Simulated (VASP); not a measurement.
# BiB (F-43m) in VASP: a series of runs

BiB is run at these levels: LDA, r2SCAN; tasks: single point.

All numbers are computed with VASP 6.6.1; they aren't measurements. Logs are shortened: lines on timing, memory, paths and dates and some standing lists are left out, and cuts for length are marked.

## (1) The cell of the first run

Symmetry: F-43m, No. 216, cubic system. Conventional cell: a = 5.490 Å, b = 5.490 Å, c = 5.490 Å, α = 90.00°, β = 90.00°, γ = 90.00°. Within 3.1 Å of B (site symmetry -43m) lie 4 Bi at 2.38 Å. Within 3.1 Å of Bi (site symmetry -43m) lie 4 B at 2.38 Å.

## (2) Single point, LDA

The input, INCAR:

```
PREC     = Accurate       # precision mode
ENCUT    = 520            # plane-wave cutoff, eV
EDIFF    = 1E-7           # SCF threshold, eV
ISMEAR   = 0              # smearing method
SIGMA    = 0.01           # smearing width, eV
LREAL    = F              # projectors in reciprocal space
LASPH    = T              # aspherical terms in the spheres
NELM     = 80             # most SCF steps
ALGO     = Normal         # electronic algorithm
ISIF     = 2              # what is computed and relaxed
LWAVE    = F              # write WAVECAR
LCHARG   = T              # write CHGCAR
GGA      = CA             # functional
LELF     = T              # ELF
LVHAR    = T            
NBANDS   = 16             # bands
```

The input, KPOINTS:

```
Automatic mesh
0
Gamma
  4 4 4
```

The input, POSCAR:

```
BiB
1.0
    0.0000000000      2.7448744654      2.7448744654
    2.7448744654      0.0000000000      2.7448744654
    2.7448744654      2.7448744654      0.0000000000
B Bi
1 1
Direct
    0.0000000000      0.0000000000      0.0000000000
    0.2500000000      0.2500000000      0.2500000000
```

Potentials or basis: VASP PAW LDA potentials, release 64 (B, Bi_d).

Started as:

```console
> cat potpaw_LDA.64/B/POTCAR potpaw_LDA.64/Bi_d/POTCAR > POTCAR
> mpirun -np 1 vasp_std > vasp.out
```

OUTCAR:

```text
PREC = Accurate
   ENCUT = 520
   EDIFF = 1E-7
   ISMEAR = 0
   LREAL = F
   LASPH = T
   NELM = 80
   ISIF = 2
   GGA = CA

 ion  position               nearest neighbor table
   1  0.000  0.000  0.000-   2 2.38   2 2.38   2 2.38   2 2.38
   2  0.250  0.250  0.250-   1 2.38   1 2.38   1 2.38   1 2.38

  LATTYP: Found a face centered cubic cell.
 ALAT       =     5.4897489308

  Lattice vectors:

 A1 = (   0.0000000000,   2.7448744654,   2.7448744654)
 A2 = (   2.7448744654,   0.0000000000,   2.7448744654)
 A3 = (   2.7448744654,   2.7448744654,   0.0000000000)

Analysis of symmetry for initial positions (statically):
=====================================================================
 Subroutine PRICEL returns:
 Original cell was already a primitive cell.

 Routine SETGRP: Setting up the symmetry group for a
 face centered cubic supercell.

 Subroutine GETGRP returns: Found 24 space group operations
 (whereof 24 operations were pure point group operations)
 out of a pool of 48 trial point group operations.

The static configuration has the point symmetry T_d .

Analysis of symmetry for dynamics (positions and initial velocities):
=====================================================================
 Subroutine PRICEL returns:
 Original cell was already a primitive cell.

 Routine SETGRP: Setting up the symmetry group for a
 face centered cubic supercell.

 Subroutine GETGRP returns: Found 24 space group operations
 (whereof 24 operations were pure point group operations)
 out of a pool of 48 trial point group operations.

The dynamic configuration has the point symmetry T_d .

 Subroutine INISYM returns: Found 24 space group operations
 (whereof 24 operations are pure point group operations),
 and found     1 'primitive' translations

----------------------------------------------------------------------------------------

                                     Primitive cell

  volume of cell :      41.3616

  direct lattice vectors                    reciprocal lattice vectors
     0.000000000  2.744874465  2.744874465    -0.182157693  0.182157693  0.182157693
     2.744874465  0.000000000  2.744874465     0.182157693 -0.182157693  0.182157693
     2.744874465  2.744874465  0.000000000     0.182157693  0.182157693 -0.182157693

  length of vectors
     3.881838696  3.881838696  3.881838696     0.315506379  0.315506379  0.315506379

  position of ions in fractional coordinates (direct lattice)
     0.000000000  0.000000000  0.000000000
     0.250000000  0.250000000  0.250000000

  ion indices of the primitive-cell ions
   primitive index   ion index
                 1           1
                 2           2

----------------------------------------------------------------------------------------

 KPOINTS: Automatic mesh

Automatic generation of k-mesh.
 Grid dimensions read from file:
 generate k-points for:    4    4    4

 Generating k-lattice:

  Cartesian coordinates                     Fractional coordinates (reciprocal lattice)
    -0.045539423  0.045539423  0.045539423     0.250000000  0.000000000  0.000000000
     0.045539423 -0.045539423  0.045539423     0.000000000  0.250000000  0.000000000
     0.045539423  0.045539423 -0.045539423     0.000000000  0.000000000  0.250000000

  Length of vectors
     0.078876595  0.078876595  0.078876595

  Shift w.r.t. Gamma in fractional coordinates (k-lattice)
     0.000000000  0.000000000  0.000000000

 Subroutine IBZKPT returns following result:
 ===========================================

 Found      8 irreducible k-points:

 Following reciprocal coordinates:
            Coordinates               Weight
  0.000000  0.000000  0.000000      1.000000
  0.250000  0.000000  0.000000      8.000000
  0.500000  0.000000  0.000000      4.000000
  0.250000  0.250000  0.000000      6.000000
  0.500000  0.250000  0.000000     24.000000
 -0.250000  0.250000  0.000000     12.000000
  0.500000  0.500000  0.000000      3.000000
 -0.250000  0.500000  0.250000      6.000000
   k-points           NKPTS =      8   k-points in BZ     NKDIM =      8   number of bands    NBANDS=     16
   number of dos      NEDOS =    301   number of ions     NIONS =      2
   total plane-waves  NPLWV =  27000
   dimension x,y,z NGX =    30 NGY =   30 NGZ =   30
   dimension x,y,z NGXF=    60 NGYF=   60 NGZF=   60
   ions per type =               1   1
   NGX,Y,Z   is equivalent  to a cutoff of  12.85, 12.85, 12.85 a.u.
   NGXF,Y,Z  is equivalent  to a cutoff of  25.70, 25.70, 25.70 a.u.
 SYSTEM =  unknown system
   PREC   = accura    normal or accurate (medium, high low for compatibility)
   ISTART =      0    job   : 0-new  1-cont  2-samecut
   ICHARG =      2    charge: 1-file 2-atom 10-const
   ISPIN  =      1    spin polarized calculation?
   LNONCOLLINEAR =      F non collinear calculations
   LSORBIT =      F    spin-orbit coupling
   LASPH  =      T    aspherical Exc in radial PAW
   ENCUT  =  520.0 eV  38.22 Ry    6.18 a.u.   7.22  7.22  7.22*2*pi/ulx,y,z
   NELM   =     80;   NELMIN=  2; NELMDL= -5     # of ELM steps
   EDIFF  = 0.1E-06   stopping-criterion for ELM
   LREAL  =      F    real-space projection
   EDIFFG = 0.1E-05   stopping-criterion for IOM
   NSW    =      0    number of steps for IOM
   IBRION =     -1    ionic relax: 0-MD 1-quasi-New 2-CG
   NFREE  =      0    steps in history (QN), initial steepest desc. (CG)
   ISIF   =      2    stress and relaxation
   ISYM   =      2    0-nonsym 1-usesym 2-fastsym
   POTIM  = 0.5000    time-step for ionic-motion
   TEBEG  =    0.0;   TEEND  =   0.0 temperature during run
   PSTRESS=    0.0 pullay stress
   NELECT =      18.0000    total number of electrons
   NUPDOWN=      -1.0000    fix difference up-down
   EMIN   =  10.00;   EMAX   =-10.00  energy-range for DOS
   EFERMI =   0.00;   METHOD = LEGACY
   ISMEAR =     0;   SIGMA  =   0.01  broadening in eV -4-tet -1-fermi 0-gaus
   EFERMI_NEDOS =   21; number of points for ismear=-14 and -15
   IALGO  =     38    algorithm
   IMIX   =      4    mixing-type and parameters
     AMIX     =   0.40;   BMIX     =  1.00
     AMIX_MAG =   1.60;   BMIX_MAG =  1.00
  volume/ion in A,a.u.               =      20.68       139.56
  Fermi-wavevector in a.u.,A,eV,Ry     =   1.240604  2.344402 20.940704  1.539098
  Thomas-Fermi vector in A             =   2.375038
   LORBIT       =      0    0 simple, 1 ext, 2 COOP (PROOUT), +10 PAW based schemes
   GGA     = CA    functional components
   LHFCALC =     F    Hartree Fock is set to
   AEXX    =    0.0000 exact exchange contribution
   IVDW    =     0    specifies the selected vdW correction
   LEPSILON=     F    determine dielectric tensor
   LRPA    =     F    only Hartree local field effects (RPA)
 non-spin polarized calculation
 Gauss-broadening in eV      SIGMA  =   0.01
  energy-cutoff  :      520.00
  volume of cell :       41.36
 maximum number of plane-waves:      1139
 NGX is ok and might be reduce to    30
   NGX = 15   NGY = 15   NGZ = 15

 number of electron      17.9999997 magnetization

 Free energy of the ion-electron system (eV)
  ---------------------------------------------------
  ext. energy  EPLUGINS =         0.00000000
  ---------------------------------------------------
  free energy    TOTEN  =       -10.19866257 eV

  energy without entropy =      -10.19866257  energy(sigma->0) =      -10.19866257

 E-fermi :   7.1001     XC(G=0): -10.2934

 val. band max:        7.0033624281   @ k =   0.0000   0.0000   0.0000
 cond. band min:       7.3734698721   @ k =   0.0000   0.0000   0.0000
 fundamental gap:      0.3701074440
 Fermi energy:         7.1001150889

 k-point     1 :       0.0000    0.0000    0.0000
  band No.  band energies     occupation
      1     -16.1040      2.00000
      2     -16.1040      2.00000
      3     -16.1040      2.00000
      4     -16.0187      2.00000
      5     -16.0187      2.00000
      6      -7.1492      2.00000
[... 8 lines left out ...]
     15      17.4062      0.00000
     16      17.4062      0.00000

 k-point     2 :       0.2500    0.0000    0.0000
  band No.  band energies     occupation
      1     -16.1005      2.00000
      2     -16.0863      2.00000
      3     -16.0863      2.00000
      4     -16.0143      2.00000
      5     -16.0143      2.00000
      6      -6.3804      2.00000
[... 8 lines left out ...]
     15      16.2807      0.00000
     16      16.2807      0.00000

 k-point     3 :       0.5000    0.0000    0.0000
  band No.  band energies     occupation
      1     -16.0980      2.00000
      2     -16.0791      2.00000
      3     -16.0791      2.00000
      4     -15.9992      2.00000
      5     -15.9992      2.00000
      6      -5.1027      2.00000
[... 8 lines left out ...]
     15      18.1098      0.00000
     16      18.1098      0.00000

 k-point     4 :       0.2500    0.2500    0.0000
  band No.  band energies     occupation
      1     -16.1238      2.00000
      2     -16.0615      2.00000
      3     -16.0615      2.00000
      4     -16.0358      2.00000
      5     -16.0030      2.00000
      6      -6.1131      2.00000
[... 8 lines left out ...]
     15      17.5127      0.00000
     16      19.1379      0.00000

 k-point     5 :       0.5000    0.2500    0.0000
  band No.  band energies     occupation
      1     -16.1132      2.00000
      2     -16.0561      2.00000
      3     -16.0459      2.00000
      4     -16.0275      2.00000
      5     -15.9962      2.00000
      6      -4.7780      2.00000
[... 8 lines left out ...]
     15      18.5498      0.00000
     16      18.9154      0.00000

 k-point     6 :      -0.2500    0.2500    0.0000
  band No.  band energies     occupation
      1     -16.0939      2.00000
      2     -16.0750      2.00000
      3     -16.0599      2.00000
      4     -16.0186      2.00000
      5     -16.0074      2.00000
      6      -5.2811      2.00000
[... 8 lines left out ...]
     15      16.6750      0.00000
     16      18.1880      0.00000

 k-point     7 :       0.5000    0.5000    0.0000
  band No.  band energies     occupation
      1     -16.1429      2.00000
      2     -16.0560      2.00000
      3     -16.0180      2.00000
      4     -16.0180      2.00000
      5     -15.9873      2.00000
      6      -4.2023      2.00000
[... 8 lines left out ...]
     15      19.9679      0.00000
     16      20.1602      0.00000

 k-point     8 :      -0.2500    0.5000    0.2500
  band No.  band energies     occupation
      1     -16.0974      2.00000
      2     -16.0657      2.00000
      3     -16.0405      2.00000
      4     -16.0161      2.00000
      5     -16.0037      2.00000
      6      -4.1571      2.00000
[... 8 lines left out ...]
     15      18.6896      0.00000
     16      20.0082      0.00000

------------------------ aborting loop because EDIFF is reached ----------------------------------------

  FORCE on cell =-STRESS in cart. coord.  units (eV):
  Direction    XX          YY          ZZ          XY          YZ          ZX
  --------------------------------------------------------------------------------------
  -------------------------------------------------------------------------------------
  Total       -0.9599526     -0.9599526     -0.9599526      0.0000000      0.0000000      0.0000000
  in kB      -37.1845819    -37.1845819    -37.1845819      0.0000000      0.0000000      0.0000000
  external PRESSURE =     -37.1845819 kB  Pullay stress =       0.0000000 kB

 VOLUME and BASIS-vectors are now :
 -----------------------------------------------------------------------------
  energy-cutoff  :      520.00
  volume of cell :       41.36
      direct lattice vectors                 reciprocal lattice vectors
     0.000000000  2.744874465  2.744874465    -0.182157693  0.182157693  0.182157693
     2.744874465  0.000000000  2.744874465     0.182157693 -0.182157693  0.182157693
     2.744874465  2.744874465  0.000000000     0.182157693  0.182157693 -0.182157693

 POSITION                                       TOTAL-FORCE (eV/Angst)
 -----------------------------------------------------------------------------------
      0.00000      0.00000      0.00000        -0.000000     -0.000000     -0.000000
      1.37244      1.37244      1.37244         0.000000      0.000000      0.000000
 -----------------------------------------------------------------------------------
    total drift:                                0.000000      0.000000      0.000000

  FREE ENERGIE OF THE ION-ELECTRON SYSTEM (eV)
  ---------------------------------------------------
  free  energy   TOTEN  =       -10.1986625706 eV

  energy  without entropy=      -10.1986625706  energy(sigma->0) =      -10.19866257
```

Run time: 4.8 s. Hardware: 1 thread of Intel Xeon Platinum 8488C (Sapphire Rapids), shared host; peak memory 0.14 GiB.

What came out:

| Property | Result |
| --- | --- |
| Free energy | -10.1987 eV |
| Pressure | -3.7 GPa |
| Band gap on the k mesh | 0.37 eV, direct |

Levels at points of the mesh, in eV from the valence-band top:
```csv
k point,band 7,band 8,band 9,band 10,band 11,band 12
"(0.00, 0.00, 0.00)",0.00,0.00,0.00,0.37,2.74,2.74
"(0.50, 0.00, 0.00)",-7.66,-1.61,-1.61,0.42,4.10,4.10
"(0.50, 0.50, 0.00)",-7.73,-3.49,-3.49,0.82,0.88,8.19
```

Caveat: the k points lie up to 0.50 Å⁻¹ apart; spin-orbit coupling is left out, which moves the levels of the heavy elements. A k mesh can miss the band edges.

## (3) Single point, r2SCAN

POSCAR is that of step 2.

The input, INCAR.step1:

```
SYSTEM = BiB
PREC     = Accurate       ! precision mode
ENCUT    = 520            ! plane-wave cutoff, eV
ISMEAR   = 0              ! smearing method
SIGMA    = 0.01           ! smearing width, eV
LREAL    = .FALSE.        ! projectors in reciprocal space
LASPH    = .TRUE.         ! aspherical terms in the spheres
NELM     = 60             ! most SCF steps
NBANDS   = 16             ! bands
GGA      = PE             ! functional
ALGO     = Normal         ! electronic algorithm
EDIFF    = 1E-4           ! SCF threshold, eV
LWAVE    = .TRUE.         ! write WAVECAR
LCHARG   = .FALSE.        ! write CHGCAR
```

The input, INCAR.step2:

```
SYSTEM = BiB
PREC     = Accurate       ! precision mode
ENCUT    = 520            ! plane-wave cutoff, eV
EDIFF    = 1E-6           ! SCF threshold, eV
ISMEAR   = 0              ! smearing method
SIGMA    = 0.01           ! smearing width, eV
LREAL    = .FALSE.        ! projectors in reciprocal space
LASPH    = .TRUE.         ! aspherical terms in the spheres
NELM     = 60             ! most SCF steps
ALGO     = Normal         ! electronic algorithm
ISIF     = 2              ! what is computed and relaxed
LWAVE    = .FALSE.        ! write WAVECAR
LCHARG   = .TRUE.         ! write CHGCAR
METAGGA  = R2SCAN         ! meta-GGA
LMIXTAU  = .TRUE.       
LELF     = .TRUE.         ! ELF
LVHAR    = .TRUE.       
NBANDS   = 16             ! bands
ISTART   = 1
```

The input, KPOINTS:

```
Automatic mesh
0
G
  4 4 4
  0 0 0
```

Potentials or basis: VASP PAW PBE potentials, release 64 (B, Bi_d).

Started as:

```console
> cat potpaw_PBE.64/B/POTCAR potpaw_PBE.64/Bi_d/POTCAR > POTCAR
> cp INCAR.step1 INCAR
> mpirun -np 1 vasp_std > vasp.out
> cp INCAR.step2 INCAR
> mpirun -np 1 vasp_std > vasp.out
```

Wall time 21 s (1 thread of Intel Xeon Platinum 8488C (Sapphire Rapids), shared host); peak memory 0.17 GiB.

The run converged. Its results:

| Quantity | Value |
| --- | --- |
| Free energy | -64.0940 eV |
| Pressure | -0.3 GPa |
| Band gap on the k mesh | 0.40 eV, direct |

Levels at points of the mesh, in eV from the valence-band top:
| k point | band 5 | band 6 | band 7 | band 8 | band 9 | band 10 | band 11 | band 12 | band 13 | band 14 |
| --- | --- | --- | --- | --- | --- | --- | --- | --- | --- | --- |
| (0.00, 0.00, 0.00) | -23.79 | -14.84 | 0.00 | 0.00 | 0.00 | 0.40 | 2.91 | 2.91 | 2.91 | 6.73 |
| (0.50, 0.00, 0.00) | -23.77 | -12.64 | -8.15 | -1.73 | -1.73 | 0.52 | 4.39 | 4.39 | 6.48 | 9.02 |
| (0.50, 0.50, 0.00) | -23.75 | -11.61 | -8.36 | -3.69 | -3.69 | 0.99 | 1.12 | 9.01 | 9.27 | 9.27 |

Caveat: the k points lie up to 0.50 Å⁻¹ apart; the PAW data sets were made with another functional, which shifts forces and pressure a little; spin-orbit coupling is left out, which moves the levels of the heavy elements. A k mesh can miss the band edges.
